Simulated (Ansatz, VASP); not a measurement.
# Ta in VASP and in Ansatz

```
Ta
1.0
    -1.65941    1.65941    1.65941
     1.65941   -1.65941    1.65941
     1.65941    1.65941   -1.65941
Ta
1
Direct
  0.00000 0.00000 0.00000
```

Alike in both runs: functional PBE; k mesh 18 × 18 × 18; occupations gaussian, width 0.1 eV; no spin polarisation.

Ansatz relaxed the structure, and its values are those at the end. VASP's run is a single point on that final structure, the one shown.

|  | VASP | Ansatz |
| --- | --- | --- |
| version | VASP 6.6.1 | Ansatz 0.2.0 |
| potentials or method | VASP PAW PBE potentials, release 64 (Ta_pv), cutoff 500 eV | scalar-relativistic, plane waves, PAW |
| valence electrons in the cell | 11 | 13 |

Ansatz gave:

| Item | Value |
| --- | --- |
| gap on the k mesh at the Fermi level (eV) | none |
| pressure (GPa) | 0.0 |

**Question.** Estimate VASP's values.

**Answer.** gap on the k mesh at the Fermi level (eV): none; pressure (GPa): 0.1.

A gap of «none» marks a metal or a gap that the smearing closes. VASP's potentials hold 11 valence electrons a cell and Ansatz's 13, so a difference there can come from the potentials and not from the codes.

Neither program's run includes spin-orbit coupling.
